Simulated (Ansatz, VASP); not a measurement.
# Cl: VASP beside Ansatz

```
Cl
1.0
     3.83142   -2.08926    0.00000
     3.83142    2.08926    0.00000
     0.00000    0.00000    8.11227
Cl
4
Cartesian
  3.8314 -1.6143 0.8633
  3.8314 -0.4750 4.9194
  3.8314 1.6143 7.2490
  3.8314 0.4750 3.1929
```

Alike in both runs: task single point; functional PBE; k mesh 7 × 7 × 4; occupations fermi-dirac, width 0.05 eV; no spin polarisation.

|  | VASP | Ansatz |
| --- | --- | --- |
| version | VASP 6.6.1 | Ansatz 0.2.0 |
| potentials or method | VASP PAW PBE potentials, release 64 (Cl), cutoff 520 eV | plane waves (420 eV) with PAW, scalar-relativistic |
| valence electrons in the cell | 28 | 28 |

```csv
,VASP,Ansatz,Ansatz less VASP
pressure (GPa),1.8,2.2,+0.40
"traceless stress, the component that is largest in VASP (GPa)",2.12,2.58,+0.456
```

The functional is the same, so the differences come from potentials, cutoffs and numerics.
